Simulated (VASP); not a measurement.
A run of VASP 6.6.1 is set up as follows.

The input INCAR:

```
SYSTEM = Cr
  PREC = Accurate
  ENCUT = 520
  EDIFF = 1E-6
  ISMEAR = -1
  SIGMA = 0.05
  LREAL = .False.
  LASPH = .True.
  NELM = 150
  ALGO = Fast
  ISIF = 2
  LWAVE = .False.
  LCHARG = .False.
  ISPIN = 2
  MAGMOM = 3 3
  LORBIT = 11
  LMAXMIX = 4
  GGA = PE
  NBANDS = 23
```

The input KPOINTS:

```
regular mesh
0
Gamma
  11 11 6
  0 0 0
```

File POSCAR:

```
Cr
1.0
    2.7140000000      0.0000000000      0.0000000000
   -1.3570000000      2.3503929459      0.0000000000
    0.0000000000      0.0000000000      4.4100000000
Cr
2
Direct
    0.6666666667      0.3333333333      0.7500000000
    0.3333333333      0.6666666667      0.2500000000
```

Potentials or basis: VASP PAW PBE potentials, release 64 (Cr_pv).

Command:

```console
$ cat potpaw_PBE.64/Cr_pv/POTCAR > POTCAR
$ mpirun -np 1 vasp_std > vasp.out
```

**Question.** Predict the net moment.

**Answer.** 1.77 μB per cell.

**Question.** What does it give for the site moments?

**Answer.** Cr +0.82 μB.

**Question.** Predict the pressure.

**Answer.** -25.5 GPa.

Stress tensor (GPa, compression positive):
```
-26.90   0.00   0.00
  0.00 -26.90   0.00
  0.00   0.00 -22.63
```
